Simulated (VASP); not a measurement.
Na2S:

```
Na S
1.0
     0.00000    3.25543    3.25543
     3.25543    0.00000    3.25543
     3.25543    3.25543    0.00000
Na S
2 1
Direct
  0.25000 0.25000 0.25000
  0.75000 0.75000 0.75000
  0.00000 0.00000 0.00000
```

Base run:

| Quantity | Value |
| --- | --- |
| Program | VASP 6.6.1 |
| Functional | PBE-based screened hybrid |
| Potentials or basis | VASP PAW PBE potentials, release 64 (Na_pv, S) |
| Cutoff | 400 eV |
| k mesh | 4 × 4 × 4 |
| Occupations | gaussian, width 0.01 eV |
| Spin | no spin polarisation |

Its results: band gap on the k mesh 2.78 eV, direct; pressure 0.5 GPa.

Problem. After a change of settings the same cell gave: band gap on the k mesh 2.45 eV, direct; pressure 1.5 GPa. Which change was it?
A. functional from PBE-based screened hybrid to PBE; cutoff from 400 eV to 500 eV; k mesh from 4 × 4 × 4 to 2 × 2 × 2
B. share of exact exchange from 0.05 to 0.5; screening parameter from 0.1 1/Å to 0.5 1/Å
C. functional from PBE-based screened hybrid to PBE-based global hybrid; share of exact exchange from 0.05 to 0.1
D. functional from PBE-based screened hybrid to r2SCAN; cutoff from 400 eV to 550 eV; k mesh from 4 × 4 × 4 to 6 × 6 × 6

Solution. A.

Caveats: some runs use coarse meshes; the PAW data sets were made with another functional, which shifts forces and pressure a little (some runs).
